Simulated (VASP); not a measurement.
# WC (m.b): relaxation of cell and atoms with PBE

WC (m.b):

```
CELL_PARAMETERS angstrom
2.92266 0.00000 0.00000
-1.46133 2.53110 0.00000
0.00000 0.00000 2.84639
ATOMIC_POSITIONS crystal
W 0.00000 0.00000 0.00000
C 0.33333 0.66667 0.50000
```

```
Program                : VASP 6.6.1
Task                   : relaxation of cell and atoms
Functional             : PBE
Potentials or basis    : VASP PAW PBE potentials, release 64 (W_sv, C)
Cutoff                 : 600 eV
k mesh                 : 18 × 18 × 14
Occupations            : gaussian, width 0.1 eV
Spin                   : no spin polarisation
Dipole correction      : no
Further INCAR settings : ALGO = Normal; EDIFF = 1e-06; IBRION = 2; EDIFFG = -0.002; NSW = 100; ISIF = 3
```

```json
{
 "Relaxed volume": "10.55 Å³/atom",
 "Relaxed cell": "a = 2.924 Å, b = 2.924 Å, c = 2.850 Å, α = 90.00°, β = 90.00°, γ = 120.00°",
 "Space group after relaxing (to 0.05 Å)": "P-6m2 (No. 187)",
 "Energy gained by relaxing": "0.1 meV/atom",
 "Ionic steps": "13",
 "Pressure after relaxing": "0.0 GPa",
 "Band gap on the k mesh": "zero (band 9 reaches 11.47 eV, above the bottom of band 10 at 10.28 eV)"
}
```

The path:
| step | energy change (eV) | largest force (eV/Å) | pressure (GPa) | volume (Å³) |
| --- | --- | --- | --- | --- |
| 1 | 0.0000 | 0.0000 | 0.86 | 21.06 |
| 2 | 0.0009 | 0.0000 | -2.35 | 21.23 |
| 3 | -0.0001 | 0.0000 | -0.04 | 21.10 |
| 4 | -0.0001 | 0.0000 | -0.02 | 21.10 |
| 5 | -0.0001 | 0.0000 | 0.04 | 21.10 |
| 6 | -0.0001 | 0.0000 | 0.03 | 21.10 |
| 7 | -0.0001 | 0.0000 | 0.03 | 21.10 |
| 8 | -0.0001 | 0.0000 | 0.03 | 21.10 |
| 9 | -0.0001 | 0.0000 | 0.02 | 21.10 |
| 10 | -0.0001 | 0.0000 | 0.01 | 21.10 |
| 11 | -0.0001 | 0.0000 | 0.01 | 21.10 |
| 12 | -0.0001 | 0.0000 | 0.01 | 21.10 |
| 13 | -0.0001 | 0.0000 | 0.00 | 21.10 |

Final structure:
```cif
data_structure
_symmetry_space_group_name_H-M 'P 1'
_symmetry_Int_Tables_number 1
_cell_length_a 2.9241
_cell_length_b 2.9241
_cell_length_c 2.8500
_cell_angle_alpha 90.000
_cell_angle_beta 90.000
_cell_angle_gamma 120.000
_cell_volume 21.10
loop_
_atom_site_label
_atom_site_type_symbol
_atom_site_fract_x
_atom_site_fract_y
_atom_site_fract_z
_atom_site_occupancy
W1 W 0.00000 0.00000 0.00000 1
C1 C 0.33333 0.66667 0.50000 1
```

Levels at points of the mesh, in eV from the Fermi level:
```tsv
k point	band 7	band 8	band 9	band 10	band 11	band 12
(0.00, 0.00, 0.00)	-3.26	-3.26	0.11	3.17	3.17	5.55
(0.50, 0.00, 0.00)	-3.52	-3.48	-0.45	2.31	4.43	4.77
(0.00, 0.00, 0.50)	-1.97	-1.97	-0.55	-0.55	3.63	4.49
(0.50, 0.00, 0.50)	-4.22	-4.13	0.27	4.33	5.20	6.50
```

It took 2.2 min on 1 thread of Intel(R) Xeon(R) Platinum 8488C (Sapphire Rapids), on a shared host, peak memory 0.23 GiB.

Caveat: spin-orbit coupling is left out, which moves the levels of the heavy elements.
